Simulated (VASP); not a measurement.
# Ge (I4_1/amd) in VASP: notebook

Runs on Ge. Level: PBE. Tasks: relaxation of cell and atoms, single point.

Everything below comes from runs of VASP 6.6.1. Logs are shortened: lines on timing, memory, paths and dates and some standing lists are left out, and cuts for length are marked.

**1. The cell of the first run**

The structure is tetragonal, space group I4_1/amd (No. 141). Conventional cell: a = 4.908 Å, b = 4.908 Å, c = 2.782 Å, α = 90.00°, β = 90.00°, γ = 90.00°. Ge (site symmetry -4m2) has 10 Ge at 2.55 to 3.22 Å within 3.4 Å.

**2. Relaxation of cell and atoms, PBE, target pressure 13.3 GPa, at which the enthalpy is minimised**

Input file INCAR:

```
ALGO = Normal ; EDIFF = 1E-6
EDIFFG = -0.05 ; ENCUT = 600
GGA = PE ; IBRION = 2
ISIF = 3 ; ISMEAR = 0
LASPH = True ; LCHARG = False
LREAL = False ; LWAVE = False
NELM = 60 ; NSW = 80
PREC = Accurate ; PSTRESS = 133.0
SIGMA = 0.1
```

Input file KPOINTS:

```
k-points
0
Gamma
  8 8 8
```

Input file POSCAR:

```
Ge
1.0
   -2.4538459942      2.4538459942      1.3910610919
    2.4538459942     -2.4538459942      1.3910610919
    2.4538459942      2.4538459942     -1.3910610919
Ge
2
Direct
    0.2500000000      0.7500000000      0.5000000000
    0.5000000000      0.5000000000      0.0000000000
```

Potentials or basis: VASP PAW PBE potentials, release 64 (Ge_d).

The run is started by

```sh
cat potpaw_PBE.64/Ge_d/POTCAR > POTCAR
mpirun -np 1 vasp_std > vasp.out
```

OUTCAR:

```text
EDIFF = 1E-6
   EDIFFG = -0.05
   ENCUT = 600
   GGA = PE
   IBRION = 2
   ISIF = 3
   ISMEAR = 0
   LASPH = True
   LREAL = False
   NELM = 60
   NSW = 80
   PREC = Accurate
   PSTRESS = 133.0

 ion  position               nearest neighbor table
   1  0.250  0.750  0.500-   2 2.55   2 2.55   2 2.55   2 2.55
   2  0.500  0.500  0.000-   1 2.55   1 2.55   1 2.55   1 2.55

  LATTYP: Found a body centered tetragonal cell.
 ALAT       =     4.9076919884
 C/A-ratio  =     0.5668901370

  Lattice vectors:

 A1 = (  -2.4538459942,   2.4538459942,   1.3910610919)
 A2 = (   2.4538459942,  -2.4538459942,   1.3910610919)
 A3 = (   2.4538459942,   2.4538459942,  -1.3910610919)

Analysis of symmetry for initial positions (statically):
=====================================================================
 Subroutine PRICEL returns:
 Original cell was already a primitive cell.

 Routine SETGRP: Setting up the symmetry group for a
 body centered tetragonal supercell.

 Subroutine GETGRP returns: Found 16 space group operations
 (whereof  8 operations were pure point group operations)
 out of a pool of 16 trial point group operations.

The static configuration has the point symmetry D_2d.
 The point group associated with its full space group is D_4h.

Analysis of symmetry for dynamics (positions and initial velocities):
=====================================================================
 Subroutine PRICEL returns:
 Original cell was already a primitive cell.

 Routine SETGRP: Setting up the symmetry group for a
 body centered tetragonal supercell.

 Subroutine GETGRP returns: Found 16 space group operations
 (whereof  8 operations were pure point group operations)
 out of a pool of 16 trial point group operations.

The dynamic configuration has the point symmetry D_2d.
 The point group associated with its full space group is D_4h.

 Subroutine INISYM returns: Found 16 space group operations
 (whereof  8 operations are pure point group operations),
 and found     1 'primitive' translations

----------------------------------------------------------------------------------------

                                     Primitive cell

  volume of cell :      33.5043

  direct lattice vectors                    reciprocal lattice vectors
    -2.453845994  2.453845994  1.391061092     0.000000000  0.203761769  0.359437844
     2.453845994 -2.453845994  1.391061092     0.203761769  0.000000000  0.359437844
     2.453845994  2.453845994 -1.391061092     0.203761769  0.203761769  0.000000000

  length of vectors
     3.738685770  3.738685770  3.738685770     0.413176018  0.413176018  0.288162657

  position of ions in fractional coordinates (direct lattice)
     0.250000000  0.750000000  0.500000000
     0.500000000  0.500000000  0.000000000

  ion indices of the primitive-cell ions
   primitive index   ion index
                 1           1
                 2           2

----------------------------------------------------------------------------------------

 KPOINTS: k-points

Automatic generation of k-mesh.
 Grid dimensions read from file:
 generate k-points for:    8    8    8

 Generating k-lattice:

  Cartesian coordinates                     Fractional coordinates (reciprocal lattice)
     0.000000000  0.025470221  0.044929731     0.125000000  0.000000000  0.000000000
     0.025470221  0.000000000  0.044929731     0.000000000  0.125000000  0.000000000
     0.025470221  0.025470221  0.000000000     0.000000000  0.000000000  0.125000000

  Length of vectors
     0.051647002  0.051647002  0.036020332

  Shift w.r.t. Gamma in fractional coordinates (k-lattice)
     0.000000000  0.000000000  0.000000000

 Subroutine IBZKPT returns following result:
 ===========================================

 Found     59 irreducible k-points:

 Following reciprocal coordinates:
            Coordinates               Weight
  0.000000  0.000000  0.000000      1.000000
  0.125000  0.000000  0.000000      8.000000
  0.250000  0.000000  0.000000      8.000000
  0.375000  0.000000  0.000000      8.000000
  0.500000  0.000000  0.000000      4.000000
  0.125000  0.125000  0.000000      8.000000
[... 16 lines left out ...]
  0.250000  0.125000  0.125000     16.000000
  0.375000  0.125000  0.125000      8.000000
 [... further k-points ...]
   k-points           NKPTS =     59   k-points in BZ     NKDIM =     59   number of bands    NBANDS=     18
   number of dos      NEDOS =    301   number of ions     NIONS =      2
   total plane-waves  NPLWV =  27000
   dimension x,y,z NGX =    30 NGY =   30 NGZ =   30
   dimension x,y,z NGXF=    60 NGYF=   60 NGZF=   60
   ions per type =               2
   NGX,Y,Z   is equivalent  to a cutoff of  13.34, 13.34, 13.34 a.u.
   NGXF,Y,Z  is equivalent  to a cutoff of  26.68, 26.68, 26.68 a.u.
 SYSTEM =  unknown system
   PREC   = accura    normal or accurate (medium, high low for compatibility)
   ISTART =      0    job   : 0-new  1-cont  2-samecut
   ICHARG =      2    charge: 1-file 2-atom 10-const
   ISPIN  =      1    spin polarized calculation?
   LNONCOLLINEAR =      F non collinear calculations
   LSORBIT =      F    spin-orbit coupling
   LASPH  =      T    aspherical Exc in radial PAW
   ENCUT  =  600.0 eV  44.10 Ry    6.64 a.u.   7.47  7.47  7.47*2*pi/ulx,y,z
   NELM   =     60;   NELMIN=  2; NELMDL= -5     # of ELM steps
   EDIFF  = 0.1E-05   stopping-criterion for ELM
   LREAL  =      F    real-space projection
   EDIFFG = -.5E-01   stopping-criterion for IOM
   NSW    =     80    number of steps for IOM
   IBRION =      2    ionic relax: 0-MD 1-quasi-New 2-CG
   NFREE  =      1    steps in history (QN), initial steepest desc. (CG)
   ISIF   =      3    stress and relaxation
   ISYM   =      2    0-nonsym 1-usesym 2-fastsym
   POTIM  = 0.5000    time-step for ionic-motion
   TEBEG  =    0.0;   TEEND  =   0.0 temperature during run
   PSTRESS=  133.0 pullay stress
   NELECT =      28.0000    total number of electrons
   NUPDOWN=      -1.0000    fix difference up-down
   EMIN   =  10.00;   EMAX   =-10.00  energy-range for DOS
   EFERMI =   0.00;   METHOD = LEGACY
   ISMEAR =     0;   SIGMA  =   0.10  broadening in eV -4-tet -1-fermi 0-gaus
   EFERMI_NEDOS =   21; number of points for ismear=-14 and -15
   IALGO  =     38    algorithm
   IMIX   =      4    mixing-type and parameters
     AMIX     =   0.40;   BMIX     =  1.00
     AMIX_MAG =   1.60;   BMIX_MAG =  1.00
  volume/ion in A,a.u.               =      16.75       113.05
  Fermi-wavevector in a.u.,A,eV,Ry     =   1.542034  2.914021 32.352864  2.377868
  Thomas-Fermi vector in A             =   2.647896
   LORBIT       =      0    0 simple, 1 ext, 2 COOP (PROOUT), +10 PAW based schemes
   GGA     = PE    functional components
   LHFCALC =     F    Hartree Fock is set to
   AEXX    =    0.0000 exact exchange contribution
   IVDW    =     0    specifies the selected vdW correction
   LEPSILON=     F    determine dielectric tensor
   LRPA    =     F    only Hartree local field effects (RPA)
 conjugate gradient relaxation of ions
 non-spin polarized calculation
 Gauss-broadening in eV      SIGMA  =   0.10
  energy-cutoff  :      600.00
  volume of cell :       33.50
 maximum number of plane-waves:      1141
 NGX is ok and might be reduce to    30
   NGX = 15   NGY = 15   NGZ = 15

 number of electron      28.0000017 magnetization

 Free energy of the ion-electron system (eV)
  ---------------------------------------------------
  ext. energy  EPLUGINS =         0.00000000
  ---------------------------------------------------
  free energy    TOTEN  =        -8.38414989 eV

  energy without entropy =       -8.38034744  energy(sigma->0) =       -8.38224867

 E-fermi :   7.8970     XC(G=0): -11.8379

 val. band max:        7.8828317939   @ k =   0.2500   0.1250   0.0000
 cond. band min:       8.0121272161   @ k =   0.1250   0.1250   0.0000
 fundamental gap:      0.1292954222
 Fermi energy:         7.8969809912

 k-point     1 :       0.0000    0.0000    0.0000
  band No.  band energies     occupation
      1     -16.9331      2.00000
      2     -16.8353      2.00000
      3     -16.8286      2.00000
      4     -16.7887      2.00000
      5     -16.6851      2.00000
      6     -16.6851      2.00000
[... 10 lines left out ...]
     17      16.3579      0.00000
     18      16.6748      0.00000

 k-point     2 :       0.1250    0.0000    0.0000
  band No.  band energies     occupation
      1     -16.9249      2.00000
      2     -16.8242      2.00000
      3     -16.8107      2.00000
      4     -16.7673      2.00000
      5     -16.7012      2.00000
      6     -16.6935      2.00000
[... 10 lines left out ...]
     17      13.8061      0.00000
     18      15.5938      0.00000

 k-point     3 :       0.2500    0.0000    0.0000
  band No.  band energies     occupation
      1     -16.9039      2.00000
      2     -16.7986      2.00000
      3     -16.7828      2.00000
      4     -16.7501      2.00000
      5     -16.7284      2.00000
      6     -16.6893      2.00000
[... 10 lines left out ...]
     17      13.0915      0.00000
     18      13.9075      0.00000

 k-point     4 :       0.3750    0.0000    0.0000
  band No.  band energies     occupation
      1     -16.8822      2.00000
      2     -16.7880      2.00000
      3     -16.7824      2.00000
      4     -16.7692      2.00000
      5     -16.7324      2.00000
      6     -16.7060      2.00000
[... 375 lines left out ...]
      4     -16.7571      2.00000
      5     -16.7341      2.00000
      6     -16.6844      2.00000
[... 10 lines left out ...]
     17      14.1148      0.00000
     18      14.1941      0.00000

 k-point    23 :       0.2500    0.1250    0.1250
  band No.  band energies     occupation
      1     -16.8816      2.00000
      2     -16.8038      2.00000
      3     -16.7796      2.00000
      4     -16.7553      2.00000
      5     -16.7435      2.00000
      6     -16.6836      2.00000
[... 10 lines left out ...]
     17      13.0203      0.00000
     18      13.2372      0.00000

 k-point    24 :       0.3750    0.1250    0.1250
  band No.  band energies     occupation
      1     -16.8755      2.00000
      2     -16.8157      2.00000
      3     -16.7969      2.00000
      4     -16.7504      2.00000
      5     -16.7363      2.00000
      6     -16.6743      2.00000
[... 10 lines left out ...]
     17      12.3485      0.00000
     18      13.9549      0.00000

 [... further k-points ...]

------------------------ aborting loop because EDIFF is reached ----------------------------------------

  FORCE on cell =-STRESS in cart. coord.  units (eV):
  Direction    XX          YY          ZZ          XY          YZ          ZX
  --------------------------------------------------------------------------------------
  -------------------------------------------------------------------------------------
  Total        2.7685764      2.7685764      2.7883517      0.0000000      0.0000000      0.0000000
  in kB      132.3933894    132.3933894    133.3390420      0.0000000      0.0000000      0.0000000
  external PRESSURE =      -0.2913931 kB  Pullay stress =     133.0000000 kB

 VOLUME and BASIS-vectors are now :
 -----------------------------------------------------------------------------
  energy-cutoff  :      600.00
  volume of cell :       33.50
      direct lattice vectors                 reciprocal lattice vectors
    -2.453845994  2.453845994  1.391061092     0.000000000  0.203761769  0.359437844
     2.453845994 -2.453845994  1.391061092     0.203761769  0.000000000  0.359437844
     2.453845994  2.453845994 -1.391061092     0.203761769  0.203761769  0.000000000

 POSITION                                       TOTAL-FORCE (eV/Angst)
 -----------------------------------------------------------------------------------
      2.45385      0.00000      0.69553         0.000000     -0.000000      0.000000
      0.00000      0.00000      1.39106        -0.000000      0.000000     -0.000000
 -----------------------------------------------------------------------------------
    total drift:                                0.000000     -0.000000      0.000000

  FREE ENERGIE OF THE ION-ELECTRON SYSTEM (eV)
  ---------------------------------------------------
  free  energy   TOTEN  =        -8.3841498928 eV

  energy  without entropy=       -8.3803474392  energy(sigma->0) =       -8.38224867

  enthalpy is  TOTEN    =        -5.6028881727 eV   P V=        2.7812617201

 reached required accuracy - stopping structural energy minimisation
```

Wall time 48 s (1 thread of Intel Xeon 8259CL, shared host); peak memory 0.19 GiB.

What came out:

```yaml
Free_energy: -8.3841 eV
Pressure_after_relaxing: 13.3 GPa
Band_gap_on_the_k_mesh: zero (bands 14 and 15 overlap by 5.24 eV)
```

Stress tensor (GPa, compression positive):
```
13.24  0.00  0.00
 0.00 13.24  0.00
 0.00  0.00 13.33
```

Final structure:
```
Ge
1.0
    -2.45385    2.45385    1.39106
     2.45385   -2.45385    1.39106
     2.45385    2.45385   -1.39106
Ge
2
Direct
  0.25000 0.75000 0.50000
  0.50000 0.50000 0.00000
```

Caveat: the cell is relaxed towards a set pressure, so the run minimises the enthalpy, not the energy.

**3. Relaxation of cell and atoms, PBE, target pressure 13.3 GPa, at which the enthalpy is minimised**

This run uses another cell than the first one, of 18.52 Å³/atom.

Input file INCAR:

```
SYSTEM = Ge
ALGO     = Normal         ! electronic algorithm
EDIFF    = 1E-7           ! SCF threshold, eV
EDIFFG   = -0.05          ! ionic threshold
ENCUT    = 600            ! plane-wave cutoff, eV
GGA      = PE             ! functional
IBRION   = 2              ! ionic algorithm
ISIF     = 3              ! what is computed and relaxed
ISMEAR   = 0              ! smearing method
LASPH    = .TRUE.         ! aspherical terms in the spheres
LCHARG   = .FALSE.        ! write CHGCAR
LREAL    = .FALSE.        ! projectors in reciprocal space
LWAVE    = .FALSE.        ! write WAVECAR
NELM     = 100            ! most SCF steps
NSW      = 80             ! ionic steps
PREC     = Accurate       ! precision mode
PSTRESS  = 133.0        
SIGMA    = 0.1            ! smearing width, eV
```

Input file KPOINTS:

```
k-points
0
G
  8 8 8
  0 0 0
```

Input file POSCAR:

```
Ge
1.0
   -2.5744897190      2.5744897190      1.3974126432
    2.5744897190     -2.5744897190      1.3974126432
    2.5744897190      2.5744897190     -1.3974126432
Ge
2
Direct
    0.2500000000      0.7500000000      0.5000000000
    0.5000000000      0.5000000000      0.0000000000
```

Potentials or basis: VASP PAW PBE potentials, release 64 (Ge_d).

The run is started by

```sh
cat potpaw_PBE.64/Ge_d/POTCAR > POTCAR
mpirun -np 1 vasp_std > vasp.out
```

Run time: 4.2 min. Hardware: 1 thread of Intel Xeon 8259CL, shared host; peak memory 0.2 GiB.

The run converged. Its results:

- Free energy: -8.3924 eV
- Relaxed volume: 16.80 Å³/atom
- Relaxed cell: a = 3.742 Å, b = 3.742 Å, c = 3.742 Å, α = 97.96°, β = 97.96°, γ = 136.31°
- Space group after relaxing (to 0.1 Å): I4_1/amd (No. 141)
- Energy change on relaxing (the run minimises the enthalpy): +74.7 meV/atom
- Ionic steps: 7
- Pressure after relaxing: 12.9 GPa
- Band gap on the k mesh: zero (bands 14 and 15 overlap by 5.22 eV)

Stress tensor (GPa, compression positive):
```
12.87  0.00  0.00
 0.00 12.87  0.00
 0.00  0.00 13.01
```

The path:
| step | energy change (eV) | largest force (eV/Å) | pressure (GPa) | volume (Å³) |
| --- | --- | --- | --- | --- |
| 1 | 0.0000 | 0.0000 | 3.10 | 37.05 |
| 2 | 0.4429 | 0.0000 | 24.52 | 31.07 |
| 3 | 0.1671 | 0.0000 | 13.64 | 33.49 |
| 4 | 0.1555 | 0.0000 | 13.17 | 33.55 |
| 5 | 0.1570 | 0.0000 | 13.35 | 33.70 |
| 6 | 0.1490 | 0.0000 | 12.96 | 33.60 |
| 7 | 0.1494 | 0.0000 | 12.91 | 33.59 |

Final structure:
```xyz
2
Lattice="-2.4560 2.4560 1.3923 2.4560 -2.4560 1.3923 2.4560 2.4560 -1.3923" Properties=species:S:1:pos:R:3 pbc="T T T"
Ge    2.4560    0.0000    0.6961
Ge    0.0000    0.0000    1.3923
```

Levels at points of the mesh, in eV from the Fermi level:
```
           k point  band 12  band 13  band 14  band 15  band 16  band 17
(0.00, 0.00, 0.00)    -3.06    -2.34    -2.34     3.33     8.22     8.44
(0.50, 0.00, 0.00)    -6.95    -2.36    -2.01    -1.72     2.33     4.08
(0.50, 0.50, 0.00)   -11.04     0.92     0.92     2.72     2.72     7.37
(0.50, 0.50, 0.50)    -8.87    -6.46    -6.46     5.65     5.65    12.95
```

Caveat: the cell is relaxed towards a set pressure, so the run minimises the enthalpy, not the energy.

**4. Single point, PBE**

Input file INCAR:

```
PREC = Accurate
ENCUT = 520
EDIFF = 1E-6
ISMEAR = -1
SIGMA = 0.1
LREAL = F
LASPH = T
NELM = 100
ALGO = Normal
ISIF = 2
LWAVE = F
LCHARG = F
GGA = PE
NBANDS = 21
```

Input file KPOINTS:

```
regular mesh
0
Gamma
  18 18 18
```

Input file POSCAR:

```
Ge
1.0
   -2.4825491755      2.4825491755      1.3598015795
    2.4825491755     -2.4825491755      1.3598015795
    2.4825491755      2.4825491755     -1.3598015795
Ge
2
Direct
    0.2500000000      0.7500000000      0.5000000000
    0.5000000000      0.5000000000      0.0000000000
```

The run is started by

```sh
cat potpaw_PBE.64/Ge_d/POTCAR > POTCAR
mpirun -np 1 vasp_std > vasp.out
```

Wall time 5.8 min (1 thread of Intel Xeon 8259CL, shared host); peak memory 0.37 GiB.

Results (log left out):

```
Free energy            : -8.3997 eV
Pressure               : 13.3 GPa
Band gap on the k mesh : zero (bands 14 and 15 overlap by 6.07 eV)
```

Levels at points of the mesh, in eV from the Fermi level:
```csv
k point,band 10,band 11,band 12,band 13,band 14,band 15,band 16,band 17,band 18,band 19
"(0.00, 0.00, 0.00)",-24.48,-14.23,-3.61,-2.61,-2.61,3.08,8.38,8.38,8.79,9.04
"(0.50, 0.00, 0.00)",-24.54,-8.40,-6.91,-2.49,-2.25,-1.63,2.30,3.93,6.08,9.30
"(0.50, 0.50, 0.00)",-24.59,-11.22,-11.22,0.62,0.62,2.26,2.26,7.98,7.98,11.81
"(0.50, 0.50, 0.50)",-24.64,-9.17,-9.17,-6.61,-6.61,6.38,6.38,12.39,12.39,16.53
```

Caveat: the cell stands under pressure.

**5. Summary**

```csv
task,cell,k mesh,cutoff (eV),smearing,gap on the mesh (eV),pressure (GPa)
relaxation of cell and atoms,"relaxed to 13.3 GPa from a = 3.739 Å, angles 98.0, 98.0, 136.3°, 2 atoms",8 × 8 × 8,600,gaussian 0.1 eV,none,13.3
relaxation of cell and atoms,"relaxed to 13.3 GPa from a = 3.900 Å, angles 97.4, 97.4, 138.0°, 2 atoms",8 × 8 × 8,600,gaussian 0.1 eV,none,12.9
single point,"a = 3.765 Å, angles 97.5, 97.5, 137.7°, 2 atoms",18 × 18 × 18,520,fermi-dirac 0.1 eV,none,13.3
```

Alike in all rows: level PBE; potentials or basis VASP PAW PBE potentials, release 64 (Ge_d); no spin polarisation.

Caveats: the cell is relaxed towards a set pressure, so the run minimises the enthalpy, not the energy (at least some runs); the cell stands under pressure (at least some runs).

Absolute energies hang on the potentials; compare differences alone.

The gap in the log of VASP goes by the Fermi energy; the results here count the filled bands.